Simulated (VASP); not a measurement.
YSbS5:

```xyz
7
Lattice="4.4557 0.0000 0.0000 0.0000 4.4557 0.0000 0.0000 0.0000 8.0029" Properties=species:S:1:pos:R:3 pbc="T T T"
Y     0.0000    0.0000    4.0014
Sb    2.2278    2.2278    0.0000
S     0.0000    0.0000    0.0000
S     2.2278    0.0000    5.6260
S     0.0000    2.2278    5.6260
S     2.2278    0.0000    2.3769
S     0.0000    2.2278    2.3769
```

| Property | Result |
| --- | --- |
| Program | VASP 6.6.1 |
| Task | relaxation of cell and atoms |
| Functional | PBE |
| Potentials or basis | VASP PAW PBE potentials, release 64 (Y_sv, Sb, S) |
| Cutoff | 600 eV |
| k mesh | 4 × 4 × 2 |
| Occupations | gaussian, width 0.1 eV |
| Spin | no spin polarisation |

At the start: pressure -3.1 GPa; volume 22.70 Å³/atom.

Question: Where does the relaxation end?

Answer: Over 28 steps the energy falls by 222.6 meV/atom and the volume is 22.67 Å³/atom (-0.1 %); space group P4/mmm (No. 123, to 0.05 Å).

Step by step:
```tsv
step	energy change (eV)	largest force (eV/Å)	pressure (GPa)	volume (Å³)
1	0.0000	0.5400	-3.13	158.88
2	-0.1628	0.6400	0.51	148.88
3	-0.1684	0.6565	1.45	146.78
4	-0.3195	0.3996	1.39	145.38
5	-0.4748	0.8247	1.54	140.89
6	-0.5047	0.3971	1.35	142.45
7	-0.6265	0.6809	0.16	143.37
8	-0.7134	1.0918	-1.87	144.84
9	-0.8476	1.0897	-0.81	142.16
10	-0.8530	1.0979	-0.47	141.58
11	-1.0186	0.8532	0.48	140.42
12	-1.1793	0.0535	4.01	137.25
13	-1.2687	0.0417	2.57	140.62
14	-1.3351	0.2345	0.18	147.86
15	-1.4172	0.0704	-0.23	149.12
16	-1.4851	0.2558	-0.82	151.52
17	-1.4987	0.1884	0.30	149.76
18	-1.4992	0.1729	0.55	149.39
19	-1.5088	0.1256	0.54	149.99
20	-1.5257	0.0186	0.59	151.81
21	-1.5276	0.0872	0.63	152.68
22	-1.5361	0.0459	0.16	154.36
23	-1.5428	0.0308	-0.65	157.56
24	-1.5519	0.0570	-0.42	157.97
25	-1.5557	0.0838	-0.11	158.42
26	-1.5570	0.0451	0.11	158.19
27	-1.5573	0.0228	0.25	158.05
28	-1.5582	0.0069	0.07	158.67
```

Final structure:
```
Y Sb S
1.0
     3.85834    0.00000    0.00000
     0.00000    3.85834    0.00000
     0.00000    0.00000   10.65877
Y Sb S
1 1 5
Direct
  0.00000 0.00000 0.50000
  0.50000 0.50000 0.00000
  0.00000 0.00000 0.00000
  0.50000 0.00000 0.68662
  0.00000 0.50000 0.68662
  0.50000 0.00000 0.31338
  0.00000 0.50000 0.31338
```

Caveat: the k points lie up to 0.41 Å⁻¹ apart in the final cell; this functional lacks dispersion, which binds the layers, so the pressure and a relaxed spacing across them are unreliable.
